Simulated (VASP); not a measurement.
# CuO (Cc) in VASP: further runs, part 3 of 3

VASP 6.6.1.

**6. Single point, PBE**

INCAR reads:

```
SYSTEM = CuO
ALGO = Normal
EDIFF = 1E-6
ENCUT = 1340
GGA = PE
GGA_COMPAT = .FALSE.
ISIF = 2
ISMEAR = -1
LASPH = .TRUE.
LCHARG = .TRUE.
LELF = .TRUE.
LREAL = .FALSE.
LVHAR = .TRUE.
LWAVE = .FALSE.
NBANDS = 33
NELM = 120
PREC = Accurate
SIGMA = 0.05
```

KPOINTS reads:

```
k-points
0
G
  6 6 3
  0 0 0
```

POSCAR reads:

```
CuO
1.0
    2.3446497600     -1.7133998200      0.0000000000
    2.3446497600      1.7133998200      0.0000000000
   -0.8605499100      0.0000000000      5.0594394800
Cu O
2 2
Direct
    0.0032000000      0.4968000000      0.0000000000
    0.4968000000      0.0032000000      0.5000000000
    0.5714000000      0.4056000000      0.2537000000
    0.4056000000      0.5714000000      0.7537000000
```

Potentials or basis: VASP PAW PBE potentials, release 64 (Cu_sv_GW, O_h).

Run with:

```sh
$ cat potpaw_PBE.64/Cu_sv_GW/POTCAR potpaw_PBE.64/O_h/POTCAR > POTCAR
$ mpirun -np 1 vasp_std > vasp.out
```

OUTCAR:

```text
SYSTEM = CuO
   EDIFF = 1E-6
   ENCUT = 1340
   GGA = PE
   ISIF = 2
   ISMEAR = -1
   LASPH = .TRUE.
   LREAL = .FALSE.
   NELM = 120
   PREC = Accurate

 ion  position               nearest neighbor table
   1  0.003  0.497  0.000-   4 1.91   3 1.93   4 1.98   3 2.02
   2  0.497  0.003  0.500-   3 1.91   4 1.93   3 1.98   4 2.02
   3  0.571  0.406  0.254-   2 1.91   1 1.93   2 1.98   1 2.02
   4  0.406  0.571  0.754-   1 1.91   2 1.93   1 1.98   2 2.02

  LATTYP: Found a base centered monoclinic cell.
 ALAT       =     4.6892995200
 B/A-ratio  =     0.7307700490
 C/A-ratio  =     1.0944283419
 COS(beta)  =    -0.1676798045

  Lattice vectors:

 A1 = (   2.3446497600,  -1.7133998200,   0.0000000000)
 A2 = (   2.3446497600,   1.7133998200,   0.0000000000)
 A3 = (  -0.8605499100,   0.0000000000,   5.0594394800)

Analysis of symmetry for initial positions (statically):
=====================================================================
 Subroutine PRICEL returns:
 Original cell was already a primitive cell.

 Routine SETGRP: Setting up the symmetry group for a
 base centered monoclinic supercell.

 Subroutine GETGRP returns: Found  2 space group operations
 (whereof  1 operations were pure point group operations)
 out of a pool of  4 trial point group operations.

The static configuration has the point symmetry C_1 .
 The point group associated with its full space group is C_1h.

Analysis of symmetry for dynamics (positions and initial velocities):
=====================================================================
 Subroutine PRICEL returns:
 Original cell was already a primitive cell.

 Routine SETGRP: Setting up the symmetry group for a
 base centered monoclinic supercell.

 Subroutine GETGRP returns: Found  2 space group operations
 (whereof  1 operations were pure point group operations)
 out of a pool of  4 trial point group operations.

The dynamic configuration has the point symmetry C_1 .
 The point group associated with its full space group is C_1h.

 Subroutine INISYM returns: Found  2 space group operations
 (whereof  1 operations are pure point group operations),
 and found     1 'primitive' translations

----------------------------------------------------------------------------------------

                                     Primitive cell

  volume of cell :      40.6508

  direct lattice vectors                    reciprocal lattice vectors
     2.344649760 -1.713399820  0.000000000     0.213251467 -0.291817470  0.036271514
     2.344649760  1.713399820  0.000000000     0.213251467  0.291817470  0.036271514
    -0.860549910  0.000000000  5.059439480     0.000000000  0.000000000  0.197650353

  length of vectors
     2.903983719  2.903983719  5.132102298     0.363248188  0.363248188  0.197650353

  position of ions in fractional coordinates (direct lattice)
     0.003200000  0.496800000  0.000000000
     0.496800000  0.003200000  0.500000000
     0.571400000  0.405600000  0.253700000
     0.405600000  0.571400000  0.753700000

  ion indices of the primitive-cell ions
   primitive index   ion index
                 1           1
                 2           2
                 3           3
[... 22 lines left out ...]

 Subroutine IBZKPT returns following result:
 ===========================================

 Found     34 irreducible k-points:

 Following reciprocal coordinates:
            Coordinates               Weight
  0.000000  0.000000  0.000000      1.000000
  0.166667 -0.000000  0.000000      4.000000
  0.333333 -0.000000  0.000000      4.000000
  0.500000 -0.000000  0.000000      2.000000
  0.166667  0.166667  0.000000      2.000000
  0.333333  0.166667  0.000000      4.000000
[... 16 lines left out ...]
 -0.333333  0.166667  0.333333      4.000000
 -0.166667  0.166667  0.333333      4.000000
 [... further k-points ...]
   k-points           NKPTS =     34   k-points in BZ     NKDIM =     34   number of bands    NBANDS=     33
   number of dos      NEDOS =    301   number of ions     NIONS =      4
   total plane-waves  NPLWV =  82944
   dimension x,y,z NGX =    36 NGY =   36 NGZ =   64
   dimension x,y,z NGXF=    72 NGYF=   72 NGZF=  128
   ions per type =               2   2
   NGX,Y,Z   is equivalent  to a cutoff of  20.61, 20.61, 20.73 a.u.
   NGXF,Y,Z  is equivalent  to a cutoff of  41.22, 41.22, 41.46 a.u.
 SYSTEM =  CuO
   PREC   = accura    normal or accurate (medium, high low for compatibility)
   ISTART =      0    job   : 0-new  1-cont  2-samecut
   ICHARG =      2    charge: 1-file 2-atom 10-const
   ISPIN  =      1    spin polarized calculation?
   LNONCOLLINEAR =      F non collinear calculations
   LSORBIT =      F    spin-orbit coupling
   LASPH  =      T    aspherical Exc in radial PAW
   ENCUT  = 1340.0 eV  98.49 Ry    9.92 a.u.   8.67  8.67 15.32*2*pi/ulx,y,z
   NELM   =    120;   NELMIN=  2; NELMDL= -5     # of ELM steps
   EDIFF  = 0.1E-05   stopping-criterion for ELM
   LREAL  =      F    real-space projection
   EDIFFG = 0.1E-04   stopping-criterion for IOM
   NSW    =      0    number of steps for IOM
   IBRION =     -1    ionic relax: 0-MD 1-quasi-New 2-CG
   NFREE  =      0    steps in history (QN), initial steepest desc. (CG)
   ISIF   =      2    stress and relaxation
   ISYM   =      2    0-nonsym 1-usesym 2-fastsym
   POTIM  = 0.5000    time-step for ionic-motion
   TEBEG  =    0.0;   TEEND  =   0.0 temperature during run
   PSTRESS=    0.0 pullay stress
   NELECT =      50.0000    total number of electrons
   NUPDOWN=      -1.0000    fix difference up-down
   EMIN   =  10.00;   EMAX   =-10.00  energy-range for DOS
   EFERMI =   0.00;   METHOD = LEGACY
   ISMEAR =    -1;   SIGMA  =   0.05  broadening in eV -4-tet -1-fermi 0-gaus
   EFERMI_NEDOS =   21; number of points for ismear=-14 and -15
   IALGO  =     38    algorithm
   IMIX   =      4    mixing-type and parameters
     AMIX     =   0.40;   BMIX     =  1.00
     AMIX_MAG =   1.60;   BMIX_MAG =  1.00
  volume/ion in A,a.u.               =      10.16        68.58
  Fermi-wavevector in a.u.,A,eV,Ry     =   1.754049  3.314673 41.860895  3.076689
  Thomas-Fermi vector in A             =   2.824066
   LORBIT       =      0    0 simple, 1 ext, 2 COOP (PROOUT), +10 PAW based schemes
   GGA     = PE    functional components
   LHFCALC =     F    Hartree Fock is set to
   AEXX    =    0.0000 exact exchange contribution
   IVDW    =     0    specifies the selected vdW correction
   LEPSILON=     F    determine dielectric tensor
   LRPA    =     F    only Hartree local field effects (RPA)
 non-spin polarized calculation
  energy-cutoff  :     1340.00
  volume of cell :       40.65
 maximum number of plane-waves:      4546
 NGX is ok and might be reduce to    36
   NGX = 17   NGY = 17   NGZ = 31

 number of electron      50.0000003 magnetization

 Free energy of the ion-electron system (eV)
  ---------------------------------------------------
  ext. energy  EPLUGINS =         0.00000000
  ---------------------------------------------------
  free energy    TOTEN  =       -19.64957562 eV

  energy without entropy =      -19.62716271  energy(sigma->0) =      -19.63836916

 E-fermi :   6.1169     XC(G=0): -12.2727

 val. band max:        6.0783744164   @ k =   0.1667  -0.0000   0.0000
 cond. band min:       6.1299029401   @ k =   0.5000   0.3333   0.3333
 fundamental gap:      0.0515285237
 Fermi energy:         6.1169308787

 k-point     1 :       0.0000    0.0000    0.0000
  band No.  band energies     occupation
      1    -106.5116      2.00000
      2    -106.5109      2.00000
      3     -64.0415      2.00000
      4     -64.0413      2.00000
      5     -64.0134      2.00000
      6     -64.0046      2.00000
[... 853 lines left out ...]
     32      19.9668      0.00000
     33      21.0560      0.00000

 [... further k-points ...]

------------------------ aborting loop because EDIFF is reached ----------------------------------------

  FORCE on cell =-STRESS in cart. coord.  units (eV):
  Direction    XX          YY          ZZ          XY          YZ          ZX
  --------------------------------------------------------------------------------------
  -------------------------------------------------------------------------------------
  Total        1.2516662      1.5870350      1.2349125      0.0000000      0.0000000     -0.4437385
  in kB       49.3321464     62.5500986     48.6718288      0.0000000      0.0000000    -17.4891452
  external PRESSURE =      53.5180246 kB  Pullay stress =       0.0000000 kB

 VOLUME and BASIS-vectors are now :
 -----------------------------------------------------------------------------
  energy-cutoff  :     1340.00
  volume of cell :       40.65
      direct lattice vectors                 reciprocal lattice vectors
     2.344649760 -1.713399820  0.000000000     0.213251467 -0.291817470  0.036271514
     2.344649760  1.713399820  0.000000000     0.213251467  0.291817470  0.036271514
    -0.860549910  0.000000000  5.059439480     0.000000000  0.000000000  0.197650353

 POSITION                                       TOTAL-FORCE (eV/Angst)
 -----------------------------------------------------------------------------------
      1.17232      0.84573      0.00000        -0.606321      0.354484      0.244071
      0.74205     -0.84573      2.52972        -0.606321     -0.354484      0.244071
      2.07240     -0.28408      1.28358         0.606321      0.301722     -0.244071
      1.64213      0.28408      3.81330         0.606321     -0.301722     -0.244071
 -----------------------------------------------------------------------------------
    total drift:                               -0.001773      0.000000     -0.000211

  FREE ENERGIE OF THE ION-ELECTRON SYSTEM (eV)
  ---------------------------------------------------
  free  energy   TOTEN  =       -19.6495756168 eV

  energy  without entropy=      -19.6271627111  energy(sigma->0) =      -19.63836916
```

OSZICAR:

```text
N       E                     dE             d eps       ncg     rms          rms(c)
DAV:   1     0.137875494750E+04    0.13788E+04   -0.50165E+04  3263   0.883E+03
DAV:   2     0.153729043394E+03   -0.12250E+04   -0.11793E+04  3830   0.153E+03
DAV:   3    -0.159155886370E+02   -0.16964E+03   -0.16339E+03  4420   0.655E+02
DAV:   4    -0.253827313830E+02   -0.94671E+01   -0.93128E+01  3936   0.181E+02
DAV:   5    -0.256943136986E+02   -0.31158E+00   -0.30894E+00  4032   0.286E+01    0.176E+01
DAV:   6    -0.238182585568E+02    0.18761E+01   -0.43743E+01  3944   0.351E+02    0.162E+01
DAV:   7    -0.195596088681E+02    0.42586E+01   -0.15489E+01  3640   0.295E+02    0.404E+00
DAV:   8    -0.196697934563E+02   -0.11018E+00   -0.18615E+00  3952   0.154E+01    0.213E+00
DAV:   9    -0.196530410124E+02    0.16752E-01   -0.67703E-02  4232   0.133E+01    0.618E-01
DAV:  10    -0.196492796886E+02    0.37613E-02   -0.10754E-02  4392   0.552E+00    0.176E-01
DAV:  11    -0.196496157462E+02   -0.33606E-03   -0.24040E-03  3704   0.424E-01    0.643E-02
DAV:  12    -0.196495789821E+02    0.36764E-04   -0.21334E-04  4432   0.373E-01    0.250E-02
DAV:  13    -0.196495746373E+02    0.43448E-05   -0.32302E-05  3744   0.327E-01    0.520E-03
DAV:  14    -0.196495756168E+02   -0.97951E-06   -0.58659E-07  1832   0.527E-02
   1 F= -.19649576E+02 E0= -.19638369E+02  d E =-.224129E-01
```

Wall time 2.7 min (1 thread of Intel Xeon Platinum 8488C (Sapphire Rapids), shared host); peak memory 0.39 GiB.

Results:

```yaml
Free_energy: -19.6496 eV
Pressure: 5.4 GPa
Largest_force: 0.744 eV/Å
Band_gap_on_the_k_mesh: zero (bands 25 and 26 overlap by 0.46 eV)
```

Forces in eV/Å, atoms in the order of the input:
```
Cu  -0.606  0.354  0.244
Cu  -0.606 -0.354  0.244
O    0.606  0.302 -0.244
O    0.606 -0.302 -0.244
```

Caveat: the k points lie up to 0.41 Å⁻¹ apart; semilocal functionals underestimate gaps, and a narrow one can read as zero; semilocal functionals often make such compounds metallic where correlation or magnetic order opens a gap, which also shifts bond lengths.

**7. Summary**

| level | potentials or basis | cell | k mesh | cutoff (eV) | gap on the mesh (eV) | pressure (GPa) | largest force (eV/Å) |
| --- | --- | --- | --- | --- | --- | --- | --- |
| RPBE | VASP PAW PBE potentials, release 64 (Cu_sv_GW, O_h) | a = 2.904, b = 2.904, c = 5.132 Å, angles 97.8, 97.8, 72.3°, 4 atoms | 6 × 6 × 3 | 1340 | none | 11.0 | 0.76 |
| PBE | VASP PAW PBE potentials, release 64 (Cu_sv_GW, O) | a = 2.904, b = 2.904, c = 5.132 Å, angles 97.8, 97.8, 72.3°, 4 atoms | 4 × 4 × 3 | 820 | none | 4.8 | 0.76 |
| PBEsol | VASP PAW PBE potentials, release 64 (Cu_sv_GW, O_h) | a = 2.904, b = 2.904, c = 5.132 Å, angles 97.8, 97.8, 72.3°, 4 atoms | 6 × 6 × 3 | 1340 | none | -3.0 | 0.74 |
| LDA | VASP PAW LDA potentials, release 64 (Cu_sv_GW, O) | a = 2.865, b = 2.865, c = 5.063 Å, angles 97.8, 97.8, 72.3°, 4 atoms | 10 × 10 × 5 | 820 | none | -2.4 | 0.82 |
| PBE | VASP PAW PBE potentials, release 64 (Cu_sv_GW, O_h) | a = 2.904, b = 2.904, c = 5.132 Å, angles 97.8, 97.8, 72.3°, 4 atoms | 6 × 6 × 3 | 1340 | none | 5.4 | 0.74 |

Alike in all rows: task single point; no spin polarisation; smearing fermi-dirac 0.05 eV.

Caveats: some runs use coarse meshes; semilocal functionals often make such compounds metallic where correlation or magnetic order opens a gap, which also shifts bond lengths; semilocal functionals underestimate gaps, and a narrow one can read as zero (at least some runs); the PAW data sets were made with another functional, which shifts forces and pressure a little (at least some runs).

Absolute energies hang on the potentials; compare differences alone.

The gap in the log of VASP goes by the Fermi energy; the results here count the filled bands.